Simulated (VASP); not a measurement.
# Mo (P6/mmm) in VASP: further runs, part 2 of 2

VASP 6.6.1. The steps go on from the part before.

### Step 4. Single point, PBEsol

This run uses another cell than the first one, of 16.23 Å³/atom, 1.043 times its volume.

The input, INCAR:

```
SYSTEM = Mo
ALGO = Normal
EDIFF = 1E-7
ENCUT = 520
GGA = PS
ISIF = 2
ISMEAR = 1
LASPH = .True.
LCHARG = .False.
LREAL = .False.
LWAVE = .False.
NBANDS = 13
NELM = 100
PREC = Accurate
SIGMA = 0.1
```

The input, KPOINTS:

```
k-points
0
Gamma
  12 12 11
  0 0 0
```

The input, POSCAR:

```
Mo
1.0
    2.7171503193      0.0000000000      0.0000000000
   -1.3585751596      2.3531210511      0.0000000000
    0.0000000000      0.0000000000      2.5380316175
Mo
1
Direct
    0.0000000000      0.0000000000      0.5000000000
```

Potentials or basis: VASP PAW PBE potentials, release 64 (Mo_sv).

The run is started by

```bash
$ cat potpaw_PBE.64/Mo_sv/POTCAR > POTCAR
$ mpirun -np 1 vasp_std > vasp.out
```

OUTCAR:

```text
SYSTEM = Mo
   EDIFF = 1E-7
   ENCUT = 520
   GGA = PS
   ISIF = 2
   ISMEAR = 1
   LASPH = .True.
   LREAL = .False.
   NELM = 100
   PREC = Accurate

 ion  position               nearest neighbor table
   1  0.000  0.000  0.500-

  LATTYP: Found a hexagonal cell.
 ALAT       =     2.7171503193
 C/A-ratio  =     0.9340784717

  Lattice vectors:

 A1 = (   2.7171503193,   0.0000000000,   0.0000000000)
 A2 = (  -1.3585751596,   2.3531210511,   0.0000000000)
 A3 = (   0.0000000000,   0.0000000000,   2.5380316175)

Analysis of symmetry for initial positions (statically):
=====================================================================
 Subroutine PRICEL returns:
 Original cell was already a primitive cell.

 Routine SETGRP: Setting up the symmetry group for a
 hexagonal supercell.

 Subroutine GETGRP returns: Found 24 space group operations
 (whereof 24 operations were pure point group operations)
 out of a pool of 24 trial point group operations.

The static configuration has the point symmetry D_6h.

Analysis of symmetry for dynamics (positions and initial velocities):
=====================================================================
 Subroutine PRICEL returns:
 Original cell was already a primitive cell.

 Routine SETGRP: Setting up the symmetry group for a
 hexagonal supercell.

 Subroutine GETGRP returns: Found 24 space group operations
 (whereof 24 operations were pure point group operations)
 out of a pool of 24 trial point group operations.

The dynamic configuration has the point symmetry D_6h.

 Subroutine INISYM returns: Found 24 space group operations
 (whereof 24 operations are pure point group operations),
 and found     1 'primitive' translations

----------------------------------------------------------------------------------------
[... 115 lines left out ...]
   LORBIT       =      0    0 simple, 1 ext, 2 COOP (PROOUT), +10 PAW based schemes
   GGA     = PS    functional components
   LHFCALC =     F    Hartree Fock is set to
   AEXX    =    0.0000 exact exchange contribution
   IVDW    =     0    specifies the selected vdW correction
   LEPSILON=     F    determine dielectric tensor
   LRPA    =     F    only Hartree local field effects (RPA)
 non-spin polarized calculation
 Methfessel and Paxton  Order N= 1 SIGMA  =   0.10
  energy-cutoff  :      520.00
  volume of cell :       16.23
 maximum number of plane-waves:       450
   NGX = 11   NGY = 11   NGZ =  9

 number of electron      14.0000003 magnetization

 Free energy of the ion-electron system (eV)
  ---------------------------------------------------
  ext. energy  EPLUGINS =         0.00000000
  ---------------------------------------------------
  free energy    TOTEN  =       -10.86411763 eV

  energy without entropy =      -10.86405879  energy(sigma->0) =      -10.86409802

 E-fermi :  11.7942     XC(G=0): -13.2287

 val. band max:       11.7692569605   @ k =   0.5000   0.0000   0.3636
 cond. band min:      11.8041003721   @ k =   0.1667   0.1667   0.3636
 fundamental gap:      0.0348434116
 Fermi energy:        11.7941851665

 k-point     1 :       0.0000    0.0000    0.0000
  band No.  band energies     occupation
      1     -49.2084      2.00000
      2     -22.4558      2.00000
      3     -22.4558      2.00000
      4     -22.4150      2.00000
      5       4.8515      2.00000
      6       7.2969      2.00000
      7      10.8106      2.00000
      8      10.8106      2.00000
      9      15.9818      0.00000
     10      15.9818      0.00000
     11      24.7528      0.00000
     12      27.6488      0.00000
     13      32.4847      0.00000
[... 354 lines left out ...]
  band No.  band energies     occupation
      1     -49.0061      2.00000
      2     -23.5610      2.00000
      3     -22.6994      2.00000
      4     -22.4381      2.00000
      5       7.1239      2.00000
      6       8.4314      2.00000
      7      10.7029      2.00000
      8      13.4502     -0.00000
      9      14.3824      0.00000
     10      15.0743      0.00000
     11      24.4089      0.00000
     12      28.0697      0.00000
     13      29.2763      0.00000

 [... further k-points ...]

------------------------ aborting loop because EDIFF is reached ----------------------------------------

  FORCE on cell =-STRESS in cart. coord.  units (eV):
  Direction    XX          YY          ZZ          XY          YZ          ZX
  --------------------------------------------------------------------------------------
  -------------------------------------------------------------------------------------
  Total        0.3718076      0.3718076     -0.6864406      0.0000000      0.0000000      0.0000000
  in kB       36.7091157     36.7091110    -67.7732950      0.0000000      0.0000000      0.0000000
  external PRESSURE =       1.8816439 kB  Pullay stress =       0.0000000 kB

 VOLUME and BASIS-vectors are now :
 -----------------------------------------------------------------------------
  energy-cutoff  :      520.00
  volume of cell :       16.23
      direct lattice vectors                 reciprocal lattice vectors
     2.717150319  0.000000000  0.000000000     0.368032638  0.212483756  0.000000000
    -1.358575160  2.353121051  0.000000000     0.000000000  0.424967513  0.000000000
     0.000000000  0.000000000  2.538031618     0.000000000  0.000000000  0.394006124

 POSITION                                       TOTAL-FORCE (eV/Angst)
 -----------------------------------------------------------------------------------
      0.00000      0.00000      1.26902         0.000000      0.000000      0.000000
 -----------------------------------------------------------------------------------
    total drift:                               -0.000000      0.000000     -0.000000

  FREE ENERGIE OF THE ION-ELECTRON SYSTEM (eV)
  ---------------------------------------------------
  free  energy   TOTEN  =       -10.8641176292 eV

  energy  without entropy=      -10.8640587870  energy(sigma->0) =      -10.86409802
```

OSZICAR:

```text
N       E                     dE             d eps       ncg     rms          rms(c)
DAV:   1     0.111443768866E+03    0.11144E+03   -0.92264E+03  2988   0.112E+03
DAV:   2    -0.995344588917E+01   -0.12140E+03   -0.11728E+03  3314   0.333E+02
DAV:   3    -0.113983818891E+02   -0.14449E+01   -0.14407E+01  3469   0.371E+01
DAV:   4    -0.114026052982E+02   -0.42234E-02   -0.42234E-02  3349   0.225E+00
DAV:   5    -0.114026375167E+02   -0.32219E-04   -0.32220E-04  3479   0.169E-01    0.148E+01
DAV:   6    -0.109290237011E+02    0.47361E+00   -0.60640E-01  3004   0.918E+00    0.458E+00
DAV:   7    -0.108678993600E+02    0.61124E-01   -0.10825E-01  3304   0.364E+00    0.725E-01
DAV:   8    -0.108640918500E+02    0.38075E-02   -0.33381E-03  3094   0.703E-01    0.134E-01
DAV:   9    -0.108641115222E+02   -0.19672E-04   -0.65010E-05  3687   0.950E-02    0.600E-02
DAV:  10    -0.108641176799E+02   -0.61577E-05   -0.67703E-06  3189   0.264E-02    0.546E-03
DAV:  11    -0.108641176292E+02    0.50622E-07   -0.19174E-07  3057   0.431E-03
   1 F= -.10864118E+02 E0= -.10864098E+02  d E =-.588422E-04
```

Run time: 24 s. Hardware: 1 thread of Intel Xeon 8259CL, shared host; peak memory 0.14 GiB.

Results:

- Free energy: -10.8641 eV
- Pressure: 0.2 GPa
- Band gap on the k mesh: zero (band 7 reaches 12.73 eV, above the bottom of band 8 at 10.81 eV)

Stress tensor (GPa, compression positive):
```
 3.67  0.00  0.00
 0.00  3.67  0.00
 0.00  0.00 -6.78
```

Levels at points of the mesh, in eV from the Fermi level:
| k point | band 3 | band 4 | band 5 | band 6 | band 7 | band 8 | band 9 | band 10 | band 11 | band 12 |
| --- | --- | --- | --- | --- | --- | --- | --- | --- | --- | --- |
| (0.00, 0.00, 0.00) | -34.25 | -34.21 | -6.94 | -4.50 | -0.98 | -0.98 | 4.19 | 4.19 | 12.96 | 15.85 |
| (0.50, 0.00, 0.00) | -34.59 | -34.04 | -5.10 | -3.26 | 0.94 | 1.04 | 3.49 | 4.52 | 10.36 | 13.53 |

Caveat: the PAW data sets were made with another functional, which shifts forces and pressure a little.

### Step 5. Single point, PBEsol

This run uses another cell than the first one, of 16.56 Å³/atom, 1.064 times its volume.

The input, INCAR:

```
PREC = Accurate
ENCUT = 520
EDIFF = 1E-6
ISMEAR = 1
SIGMA = 0.1
LREAL = F
LASPH = T
NELM = 60
ALGO = Normal
ISIF = 2
LWAVE = F
LCHARG = F
GGA = PS
NBANDS = 13
```

The input, KPOINTS:

```
regular mesh
0
Gamma
  12 12 11
```

The input, POSCAR:

```
Mo
1.0
    2.7355100000      0.0000000000      0.0000000000
   -1.3677550000      2.3690210000      0.0000000000
    0.0000000000      0.0000000000      2.5551810000
Mo
1
Direct
    0.0000000000      0.0000000000      0.5000000000
```

Potentials or basis: VASP PAW PBE potentials, release 64 (Mo_sv).

The run is started by

```bash
$ cat potpaw_PBE.64/Mo_sv/POTCAR > POTCAR
$ mpirun -np 1 vasp_std > vasp.out
```

OUTCAR:

```text
PREC = Accurate
   ENCUT = 520
   EDIFF = 1E-6
   ISMEAR = 1
   LREAL = F
   LASPH = T
   NELM = 60
   ISIF = 2
   GGA = PS

 ion  position               nearest neighbor table
   1  0.000  0.000  0.500-

  LATTYP: Found a hexagonal cell.
 ALAT       =     2.7355100000
 C/A-ratio  =     0.9340784717

  Lattice vectors:

 A1 = (   2.7355100000,   0.0000000000,   0.0000000000)
 A2 = (  -1.3677550000,   2.3690210000,   0.0000000000)
 A3 = (   0.0000000000,   0.0000000000,   2.5551810000)

Analysis of symmetry for initial positions (statically):
=====================================================================
 Subroutine PRICEL returns:
 Original cell was already a primitive cell.

 Routine SETGRP: Setting up the symmetry group for a
 hexagonal supercell.

 Subroutine GETGRP returns: Found 24 space group operations
 (whereof 24 operations were pure point group operations)
 out of a pool of 24 trial point group operations.

The static configuration has the point symmetry D_6h.

Analysis of symmetry for dynamics (positions and initial velocities):
[... 167 lines left out ...]
      2     -22.8034      2.00000
      3     -22.8034      2.00000
      4     -22.7693      2.00000
      5       4.6083      2.00000
      6       7.0987      2.00000
      7      10.5390      2.00000
      8      10.5390      2.00000
      9      15.5528      0.00000
     10      15.5528      0.00000
     11      24.4346      0.00000
     12      27.1665      0.00000
     13      31.9412      0.00000
[... 354 lines left out ...]
  band No.  band energies     occupation
      1     -49.3227      2.00000
      2     -23.8413      2.00000
      3     -23.0326      2.00000
      4     -22.7919      2.00000
      5       6.9030      2.00000
      6       8.1869      2.00000
      7      10.4007      2.00000
      8      13.0962     -0.00000
      9      14.0122      0.00000
     10      14.6771      0.00000
     11      23.8825      0.00000
     12      27.5384      0.00000
     13      28.7966      0.00000

 [... further k-points ...]

------------------------ aborting loop because EDIFF is reached ----------------------------------------

  FORCE on cell =-STRESS in cart. coord.  units (eV):
  Direction    XX          YY          ZZ          XY          YZ          ZX
  --------------------------------------------------------------------------------------
  -------------------------------------------------------------------------------------
  Total       -0.1080790     -0.1080790     -1.0931281      0.0000000      0.0000000      0.0000000
  in kB      -10.4573848    -10.4573834   -105.7676212      0.0000000      0.0000000      0.0000000
  external PRESSURE =     -42.2274631 kB  Pullay stress =       0.0000000 kB

 VOLUME and BASIS-vectors are now :
 -----------------------------------------------------------------------------
  energy-cutoff  :      520.00
  volume of cell :       16.56
      direct lattice vectors                 reciprocal lattice vectors
     2.735510000  0.000000000  0.000000000     0.365562546  0.211057648  0.000000000
    -1.367755000  2.369021000  0.000000000     0.000000000  0.422115296  0.000000000
     0.000000000  0.000000000  2.555181000     0.000000000  0.000000000  0.391361708

 POSITION                                       TOTAL-FORCE (eV/Angst)
 -----------------------------------------------------------------------------------
      0.00000      0.00000      1.27759         0.000000      0.000000      0.000000
 -----------------------------------------------------------------------------------
    total drift:                               -0.000000      0.000000     -0.000000

  FREE ENERGIE OF THE ION-ELECTRON SYSTEM (eV)
  ---------------------------------------------------
  free  energy   TOTEN  =       -10.8600347503 eV

  energy  without entropy=      -10.8601693251  energy(sigma->0) =      -10.86007961
```

OSZICAR:

```text
N       E                     dE             d eps       ncg     rms          rms(c)
DAV:   1     0.110962706920E+03    0.11096E+03   -0.91558E+03  3004   0.112E+03
DAV:   2    -0.100041881722E+02   -0.12097E+03   -0.11680E+03  3299   0.332E+02
DAV:   3    -0.114114250773E+02   -0.14072E+01   -0.14032E+01  3539   0.367E+01
DAV:   4    -0.114155938550E+02   -0.41688E-02   -0.41687E-02  3244   0.225E+00
DAV:   5    -0.114156279450E+02   -0.34090E-04   -0.34090E-04  3579   0.171E-01    0.141E+01
DAV:   6    -0.109249939940E+02    0.49063E+00   -0.63577E-01  3019   0.934E+00    0.421E+00
DAV:   7    -0.108638938362E+02    0.61100E-01   -0.10795E-01  3309   0.360E+00    0.725E-01
DAV:   8    -0.108600071491E+02    0.38867E-02   -0.34089E-03  3044   0.710E-01    0.132E-01
DAV:   9    -0.108600286321E+02   -0.21483E-04   -0.62625E-05  3682   0.928E-02    0.606E-02
DAV:  10    -0.108600348087E+02   -0.61766E-05   -0.70280E-06  3174   0.263E-02    0.605E-03
DAV:  11    -0.108600347503E+02    0.58417E-07   -0.21850E-07  1797   0.492E-03
   1 F= -.10860035E+02 E0= -.10860080E+02  d E =0.134575E-03
```

stdout:

```text
POSCAR found type information on POSCAR Mo
 POSCAR found :  1 types and       1 ions
 scaLAPACK will be used
 -----------------------------------------------------------------------------
|                                                                             |
|                                                                             |
|     You enforced a specific xc type in the INCAR file but a different       |
|     I HOPE YOU KNOW WHAT YOU ARE DOING!                                     |
|                                                                             |
 -----------------------------------------------------------------------------

 LDA part: xc-table for (Slater+PW92), standard interpolation
 POSCAR, INCAR and KPOINTS ok, starting setup
 FFT: planning ... GRIDC
 FFT: planning ... GRID_SOFT
 FFT: planning ... GRID
 WAVECAR not read
 entering main loop
```

Wall time 23 s (1 thread of Intel Xeon 8259CL, shared host); peak memory 0.14 GiB.

Results:

- Free energy: -10.8600 eV
- Pressure: -4.2 GPa
- Band gap on the k mesh: zero (band 7 reaches 12.41 eV, above the bottom of band 8 at 10.54 eV)

Levels at points of the mesh, in eV from the Fermi level:
```
           k point  band 4  band 5  band 6  band 7  band 8  band 9  band 10  band 11
(0.00, 0.00, 0.00)  -34.26   -6.88   -4.39   -0.95   -0.95    4.07     4.07    12.95
(0.50, 0.00, 0.00)  -34.10   -4.98   -3.21    0.92    0.98    3.39     4.39    10.10
```

Caveat: the PAW data sets were made with another functional, which shifts forces and pressure a little.

### Step 6. Single point, PBEsol

This run uses another cell than the first one, of 16.89 Å³/atom, 1.085 times its volume.

The input, INCAR:

```
SYSTEM = Mo
ALGO = Normal ; EDIFF = 1E-6
ENCUT = 520 ; GGA = PS
ISIF = 2 ; ISMEAR = 1
LASPH = .TRUE. ; LCHARG = .FALSE.
LREAL = .FALSE. ; LWAVE = .FALSE.
NBANDS = 13 ; NELM = 80
PREC = Accurate ; SIGMA = 0.1
```

The input, KPOINTS:

```
k-points
0
G
  12 12 11
  0 0 0
```

The input, POSCAR:

```
Mo
1.0
    2.7536264882      0.0000000000      0.0000000000
   -1.3768132441      2.3847103380      0.0000000000
    0.0000000000      0.0000000000      2.5721032216
Mo
1
Direct
    0.0000000000      0.0000000000      0.5000000000
```

Potentials or basis: VASP PAW PBE potentials, release 64 (Mo_sv).

The run is started by

```bash
$ cat potpaw_PBE.64/Mo_sv/POTCAR > POTCAR
$ mpirun -np 1 vasp_std > vasp.out
```

It took 24 s on 1 thread of Intel Xeon 8259CL, shared host; peak memory 0.14 GiB.

The run converged. Its results:

```yaml
Free_energy: -10.8473 eV
Pressure: -8.2 GPa
Band_gap_on_the_k_mesh: zero (band 7 reaches 12.10 eV, above the bottom of band 8 at 10.28 eV)
```

Stress tensor (GPa, compression positive):
```
 -5.30   0.00   0.00
  0.00  -5.30   0.00
  0.00   0.00 -13.98
```

Levels at points of the mesh, in eV from the Fermi level:
| k point | band 5 | band 6 | band 7 | band 8 | band 9 | band 10 |
| --- | --- | --- | --- | --- | --- | --- |
| (0.00, 0.00, 0.00) | -6.81 | -4.28 | -0.91 | -0.91 | 3.95 | 3.95 |
| (0.50, 0.00, 0.00) | -4.87 | -3.15 | 0.91 | 0.93 | 3.30 | 4.27 |

Caveat: the PAW data sets were made with another functional, which shifts forces and pressure a little.

### Step 7. Overview

```tsv
cell	gap on the mesh (eV)	pressure (GPa)
a = 2.680, b = 2.680, c = 2.503 Å, angles 90.0, 90.0, 120.0°, 1 atom	none	10.5
a = 2.699, b = 2.699, c = 2.521 Å, angles 90.0, 90.0, 120.0°, 1 atom	none	5.1
a = 2.717, b = 2.717, c = 2.538 Å, angles 90.0, 90.0, 120.0°, 1 atom	none	0.2
a = 2.736, b = 2.736, c = 2.555 Å, angles 90.0, 90.0, 120.0°, 1 atom	none	-4.2
a = 2.754, b = 2.754, c = 2.572 Å, angles 90.0, 90.0, 120.0°, 1 atom	none	-8.2
```

Alike in all rows: task single point; level PBEsol; potentials or basis VASP PAW PBE potentials, release 64 (Mo_sv); no spin polarisation; k mesh 12 × 12 × 11; cutoff (eV) 520; smearing methfessel-paxton 0.1 eV.

Caveats: the PAW data sets were made with another functional, which shifts forces and pressure a little.

Absolute energies hang on the potentials; compare differences alone.
